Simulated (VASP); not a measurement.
# N (P6_3/mmc) in VASP: notebook

N is run at these levels: PBE+D3(BJ); tasks: single point, relaxation of cell and atoms.

Everything below comes from runs of VASP 6.6.1. Logs are shortened: lines on timing, memory, paths and dates and some standing lists are left out, and cuts for length are marked.

**1. The cell of the first run**

Symmetry: P6_3/mmc, No. 194, hexagonal system. Conventional cell: a = 3.809 Å, b = 3.809 Å, c = 7.466 Å, α = 90.00°, β = 90.00°, γ = 120.00°. Within 1.5 Å of N (site symmetry 3m) lie 1 N at 1.10 Å.

**2. Single point, PBE+D3(BJ)**

File INCAR:

```
ALGO = Normal
EDIFF = 1E-6
ENCUT = 600
GGA = PE
GGA_COMPAT = False
ISIF = 2
ISMEAR = 0
IVDW = 12
LASPH = True
LCHARG = True
LELF = True
LREAL = False
LVHAR = True
LWAVE = False
NBANDS = 18
NELM = 120
PREC = Accurate
SIGMA = 0.02
```

File KPOINTS:

```
k-points
0
Gamma
  6 6 4
```

File POSCAR:

```
N
1.0
    3.8093295917      0.0000000000      0.0000000000
   -1.9046647959      3.2989761978      0.0000000000
    0.0000000000      0.0000000000      7.4655911978
N
4
Direct
    0.3333333333      0.6666666667      0.3238121618
    0.3333333333      0.6666666667      0.1761878382
    0.6666666667      0.3333333333      0.8238121618
    0.6666666667      0.3333333333      0.6761878382
```

Potentials or basis: VASP PAW PBE potentials, release 64 (N).

Launch:

```console
$ cat potpaw_PBE.64/N/POTCAR > POTCAR
$ mpirun -np 1 vasp_std > vasp.out
```

OUTCAR:

```text
EDIFF = 1E-6
   ENCUT = 600
   GGA = PE
   ISIF = 2
   ISMEAR = 0
   IVDW = 12
   LASPH = True
   LREAL = False
   NELM = 120
   PREC = Accurate
 IVDW          = 12

 ion  position               nearest neighbor table
   1  0.333  0.667  0.324-   2 1.10
   2  0.333  0.667  0.176-   1 1.10
   3  0.667  0.333  0.824-   4 1.10
   4  0.667  0.333  0.676-   3 1.10

  LATTYP: Found a hexagonal cell.
 ALAT       =     3.8093295917
 C/A-ratio  =     1.9598176052

  Lattice vectors:

 A1 = (   3.8093295917,   0.0000000000,   0.0000000000)
 A2 = (  -1.9046647959,   3.2989761978,   0.0000000000)
 A3 = (   0.0000000000,   0.0000000000,   7.4655911978)

Analysis of symmetry for initial positions (statically):
=====================================================================
 Subroutine PRICEL returns:
 Original cell was already a primitive cell.

 Routine SETGRP: Setting up the symmetry group for a
 hexagonal supercell.

 Subroutine GETGRP returns: Found 24 space group operations
 (whereof 12 operations were pure point group operations)
 out of a pool of 24 trial point group operations.

The static configuration has the point symmetry D_3d.
 The point group associated with its full space group is D_6h.

Analysis of symmetry for dynamics (positions and initial velocities):
=====================================================================
 Subroutine PRICEL returns:
 Original cell was already a primitive cell.

 Routine SETGRP: Setting up the symmetry group for a
 hexagonal supercell.

 Subroutine GETGRP returns: Found 24 space group operations
 (whereof 12 operations were pure point group operations)
 out of a pool of 24 trial point group operations.

The dynamic configuration has the point symmetry D_3d.
 The point group associated with its full space group is D_6h.

 Subroutine INISYM returns: Found 24 space group operations
 (whereof 12 operations are pure point group operations),
 and found     1 'primitive' translations

----------------------------------------------------------------------------------------

                                     Primitive cell

  volume of cell :      93.8192

  direct lattice vectors                    reciprocal lattice vectors
     3.809329592  0.000000000  0.000000000     0.262513384  0.151562173  0.000000000
    -1.904664796  3.298976198  0.000000000     0.000000000  0.303124345  0.000000000
     0.000000000  0.000000000  7.465591198     0.000000000  0.000000000  0.133947865

  length of vectors
     3.809329592  3.809329592  7.465591198     0.303124345  0.303124345  0.133947865

  position of ions in fractional coordinates (direct lattice)
     0.333333333  0.666666667  0.323812162
     0.333333333  0.666666667  0.176187838
     0.666666667  0.333333333  0.823812162
     0.666666667  0.333333333  0.676187838

  ion indices of the primitive-cell ions
   primitive index   ion index
                 1           1
                 2           2
                 3           3
                 4           4

----------------------------------------------------------------------------------------

 KPOINTS: k-points

Automatic generation of k-mesh.
 Grid dimensions read from file:
 generate k-points for:    6    6    4

 Generating k-lattice:

  Cartesian coordinates                     Fractional coordinates (reciprocal lattice)
     0.043752231  0.025260362  0.000000000     0.166666667 -0.000000000  0.000000000
     0.000000000  0.050520724  0.000000000     0.000000000  0.166666667  0.000000000
     0.000000000  0.000000000  0.033486966     0.000000000  0.000000000  0.250000000

  Length of vectors
     0.050520724  0.050520724  0.033486966

  Shift w.r.t. Gamma in fractional coordinates (k-lattice)
     0.000000000  0.000000000  0.000000000

 Subroutine IBZKPT returns following result:
 ===========================================

 Found     21 irreducible k-points:

 Following reciprocal coordinates:
            Coordinates               Weight
  0.000000  0.000000  0.000000      1.000000
  0.166667  0.000000  0.000000      6.000000
  0.333333 -0.000000  0.000000      6.000000
  0.500000 -0.000000  0.000000      3.000000
  0.166667  0.166667  0.000000      6.000000
  0.333333  0.166667  0.000000     12.000000
[... 13 lines left out ...]
  0.333333  0.166667  0.500000     12.000000
  0.333333  0.333333  0.500000      2.000000
   k-points           NKPTS =     21   k-points in BZ     NKDIM =     21   number of bands    NBANDS=     18
   number of dos      NEDOS =    301   number of ions     NIONS =      4
   total plane-waves  NPLWV =  54000
   dimension x,y,z NGX =    30 NGY =   30 NGZ =   60
   dimension x,y,z NGXF=    60 NGYF=   60 NGZF=  120
   ions per type =               4
   NGX,Y,Z   is equivalent  to a cutoff of  13.09, 13.09, 13.36 a.u.
   NGXF,Y,Z  is equivalent  to a cutoff of  26.19, 26.19, 26.72 a.u.
 SYSTEM =  unknown system
   PREC   = accura    normal or accurate (medium, high low for compatibility)
   ISTART =      0    job   : 0-new  1-cont  2-samecut
   ICHARG =      2    charge: 1-file 2-atom 10-const
   ISPIN  =      1    spin polarized calculation?
   LNONCOLLINEAR =      F non collinear calculations
   LSORBIT =      F    spin-orbit coupling
   LASPH  =      T    aspherical Exc in radial PAW
   ENCUT  =  600.0 eV  44.10 Ry    6.64 a.u.   7.61  7.61 14.91*2*pi/ulx,y,z
   NELM   =    120;   NELMIN=  2; NELMDL= -5     # of ELM steps
   EDIFF  = 0.1E-05   stopping-criterion for ELM
   LREAL  =      F    real-space projection
   EDIFFG = 0.1E-04   stopping-criterion for IOM
   NSW    =      0    number of steps for IOM
   IBRION =     -1    ionic relax: 0-MD 1-quasi-New 2-CG
   NFREE  =      0    steps in history (QN), initial steepest desc. (CG)
   ISIF   =      2    stress and relaxation
   ISYM   =      2    0-nonsym 1-usesym 2-fastsym
   POTIM  = 0.5000    time-step for ionic-motion
   TEBEG  =    0.0;   TEEND  =   0.0 temperature during run
   PSTRESS=    0.0 pullay stress
   NELECT =      20.0000    total number of electrons
   NUPDOWN=      -1.0000    fix difference up-down
   EMIN   =  10.00;   EMAX   =-10.00  energy-range for DOS
   EFERMI =   0.00;   METHOD = LEGACY
   ISMEAR =     0;   SIGMA  =   0.02  broadening in eV -4-tet -1-fermi 0-gaus
   EFERMI_NEDOS =   21; number of points for ismear=-14 and -15
   IALGO  =     38    algorithm
   IMIX   =      4    mixing-type and parameters
     AMIX     =   0.40;   BMIX     =  1.00
     AMIX_MAG =   1.60;   BMIX_MAG =  1.00
  volume/ion in A,a.u.               =      23.45       158.28
  Fermi-wavevector in a.u.,A,eV,Ry     =   0.977959  1.848075 13.012676  0.956405
  Thomas-Fermi vector in A             =   2.108698
   LORBIT       =      0    0 simple, 1 ext, 2 COOP (PROOUT), +10 PAW based schemes
   GGA     = PE    functional components
   LHFCALC =     F    Hartree Fock is set to
   AEXX    =    0.0000 exact exchange contribution
   IVDW    =    12    specifies the selected vdW correction
   LEPSILON=     F    determine dielectric tensor
   LRPA    =     F    only Hartree local field effects (RPA)
 non-spin polarized calculation
 Gauss-broadening in eV      SIGMA  =   0.02
  energy-cutoff  :      600.00
  volume of cell :       93.82
 maximum number of plane-waves:      3150
   NGX = 15   NGY = 15   NGZ = 29

 number of electron      20.0000003 magnetization

 Free energy of the ion-electron system (eV)
  ---------------------------------------------------
  ext. energy  EPLUGINS =         0.00000000
  ---------------------------------------------------
  free energy    TOTEN  =       -33.29916443 eV

  energy without entropy =      -33.29916443  energy(sigma->0) =      -33.29916443

 E-fermi :  -6.3808     XC(G=0):  -6.2987

 val. band max:       -6.4805228007   @ k =   0.1667   0.0000   0.0000
 cond. band min:       0.5996008458   @ k =   0.5000  -0.0000   0.0000
 fundamental gap:      7.0801236465
 Fermi energy:        -6.3808024771

 k-point     1 :       0.0000    0.0000    0.0000
  band No.  band energies     occupation
      1     -25.0449      2.00000
      2     -25.0251      2.00000
      3     -10.5872      2.00000
      4      -9.8577      2.00000
      5      -8.0722      2.00000
      6      -8.0722      2.00000
[... 10 lines left out ...]
     17       5.9631      0.00000
     18      10.3989      0.00000

 k-point     2 :       0.1667    0.0000    0.0000
  band No.  band energies     occupation
      1     -25.0344      2.00000
      2     -25.0171      2.00000
      3     -10.5113      2.00000
      4      -9.8661      2.00000
      5      -8.2445      2.00000
      6      -8.1940      2.00000
[... 10 lines left out ...]
     17       6.5239      0.00000
     18       9.6195      0.00000

 k-point     3 :       0.3333   -0.0000    0.0000
  band No.  band energies     occupation
      1     -25.0126      2.00000
      2     -25.0014      2.00000
      3     -10.3295      2.00000
      4      -9.9099      2.00000
      5      -8.5214      2.00000
      6      -8.4313      2.00000
[... 10 lines left out ...]
     17       7.7639      0.00000
     18       7.7668      0.00000

 k-point     4 :       0.5000   -0.0000    0.0000
  band No.  band energies     occupation
      1     -25.0008      2.00000
      2     -24.9945      2.00000
      3     -10.1985      2.00000
      4      -9.9702      2.00000
      5      -8.6313      2.00000
      6      -8.5420      2.00000
[... 10 lines left out ...]
     17       7.0285      0.00000
     18       8.0063      0.00000

 k-point     5 :       0.1667    0.1667    0.0000
  band No.  band energies     occupation
      1     -25.0182      2.00000
      2     -25.0052      2.00000
      3     -10.3811      2.00000
      4      -9.8931      2.00000
      5      -8.4343      2.00000
      6      -8.3587      2.00000
[... 10 lines left out ...]
     17       7.4054      0.00000
     18       8.3035      0.00000

 k-point     6 :       0.3333    0.1667    0.0000
  band No.  band energies     occupation
      1     -25.0008      2.00000
      2     -24.9945      2.00000
      3     -10.2036      2.00000
      4      -9.9651      2.00000
      5      -8.5667      2.00000
      6      -8.4824      2.00000
[... 10 lines left out ...]
     17       7.1885      0.00000
     18       8.3443      0.00000

 k-point     7 :       0.3333    0.3333    0.0000
  band No.  band energies     occupation
      1     -24.9930      2.00000
      2     -24.9930      2.00000
      3     -10.0665      2.00000
      4     -10.0665      2.00000
      5      -8.4870      2.00000
      6      -8.4263      2.00000
[... 10 lines left out ...]
     17       7.0913      0.00000
     18       8.3844      0.00000

 k-point     8 :       0.0000    0.0000    0.2500
  band No.  band energies     occupation
      1     -25.0421      2.00000
      2     -25.0280      2.00000
      3     -10.5038      2.00000
      4      -9.9991      2.00000
      5      -8.0637      2.00000
      6      -8.0637      2.00000
[... 10 lines left out ...]
     17       6.5106      0.00000
     18       9.1903      0.00000
[... 166 lines left out ...]
     17       8.1720      0.00000
     18       8.1720      0.00000

 k-point    17 :       0.3333   -0.0000    0.5000
  band No.  band energies     occupation
      1     -25.0071      2.00000
      2     -25.0071      2.00000
      3     -10.1474      2.00000
      4     -10.1474      2.00000
      5      -8.4383      2.00000
      6      -8.4383      2.00000
[... 10 lines left out ...]
     17       8.0446      0.00000
     18       8.0446      0.00000

 k-point    18 :       0.5000   -0.0000    0.5000
  band No.  band energies     occupation
      1     -24.9977      2.00000
      2     -24.9977      2.00000
      3     -10.1021      2.00000
      4     -10.1021      2.00000
      5      -8.5492      2.00000
      6      -8.5492      2.00000
[... 10 lines left out ...]
     17       6.8792      0.00000
     18       6.8792      0.00000

 k-point    19 :       0.1667    0.1667    0.5000
  band No.  band energies     occupation
      1     -25.0117      2.00000
      2     -25.0117      2.00000
      3     -10.1696      2.00000
      4     -10.1696      2.00000
      5      -8.3565      2.00000
      6      -8.3565      2.00000
[... 10 lines left out ...]
     17       8.5677      0.00000
     18       8.5677      0.00000

 k-point    20 :       0.3333    0.1667    0.5000
  band No.  band energies     occupation
      1     -24.9976      2.00000
      2     -24.9976      2.00000
      3     -10.1017      2.00000
      4     -10.1017      2.00000
      5      -8.4884      2.00000
      6      -8.4884      2.00000
[... 10 lines left out ...]
     17       7.3689      0.00000
     18       7.3689      0.00000

 k-point    21 :       0.3333    0.3333    0.5000
  band No.  band energies     occupation
      1     -24.9930      2.00000
      2     -24.9930      2.00000
      3     -10.0785      2.00000
      4     -10.0785      2.00000
      5      -8.4073      2.00000
      6      -8.4073      2.00000
[... 10 lines left out ...]
     17       6.9026      0.00000
     18       6.9026      0.00000

------------------------ aborting loop because EDIFF is reached ----------------------------------------

 Edisp (eV)   -0.20616

 E8    (eV) :    -0.0484

  FORCE on cell =-STRESS in cart. coord.  units (eV):
  Direction    XX          YY          ZZ          XY          YZ          ZX
  --------------------------------------------------------------------------------------
  -------------------------------------------------------------------------------------
  Total      -0.10673    -0.10673     3.50083     0.00000    -0.00000     0.00000
  in kB      -1.82271    -1.82271    59.78458     0.00000    -0.00000     0.00000
  external pressure =       18.71 kB  Pullay stress =        0.00 kB

 VOLUME and BASIS-vectors are now :
 -----------------------------------------------------------------------------
  energy-cutoff  :      600.00
  volume of cell :       93.82
      direct lattice vectors                 reciprocal lattice vectors
     3.809329592  0.000000000  0.000000000     0.262513384  0.151562173  0.000000000
    -1.904664796  3.298976198  0.000000000     0.000000000  0.303124345  0.000000000
     0.000000000  0.000000000  7.465591198     0.000000000  0.000000000  0.133947865

 POSITION                                       TOTAL-FORCE (eV/Angst)
 -----------------------------------------------------------------------------------
     -0.00000      2.19932      2.41745         0.000000      0.000000      1.665718
     -0.00000      2.19932      1.31535         0.000000     -0.000000     -1.665718
      1.90466      1.09966      6.15024        -0.000000      0.000000      1.665718
      1.90466      1.09966      5.04814        -0.000000     -0.000000     -1.665718
 -----------------------------------------------------------------------------------
    total drift:                               -0.000000      0.000000      0.000000

  FREE ENERGIE OF THE ION-ELECTRON SYSTEM (eV)
  ---------------------------------------------------
  free  energy   TOTEN  =       -33.5053217821 eV

  energy  without entropy=      -33.5053217821  energy(sigma->0) =      -33.50532178
```

It took 32 s on 1 thread of Intel Xeon 6975P-C (Granite Rapids), shared host; peak memory 0.22 GiB.

Results:

```yaml
Free_energy: -33.5053 eV
Pressure: 1.9 GPa
Largest_force: 1.666 eV/Å
Band_gap_on_the_k_mesh: 7.08 eV (least direct gap 7.18 eV)
Dispersion_energy_per_atom: -0.052 eV
```

Forces on the atoms (eV/Å):
```
N    0.000  0.000  1.666
N    0.000  0.000 -1.666
N    0.000  0.000  1.666
N    0.000  0.000 -1.666
```

Caveat: the standard files for N, O and F lose accuracy on very short bonds; the stress differs along the axes, from -0 to 6 GPa; forces of over 1 eV/Å act on the atoms, so gaps and moduli don't describe the material at rest. A k mesh can miss the band edges.

(Part 1 of 2 ends here.)
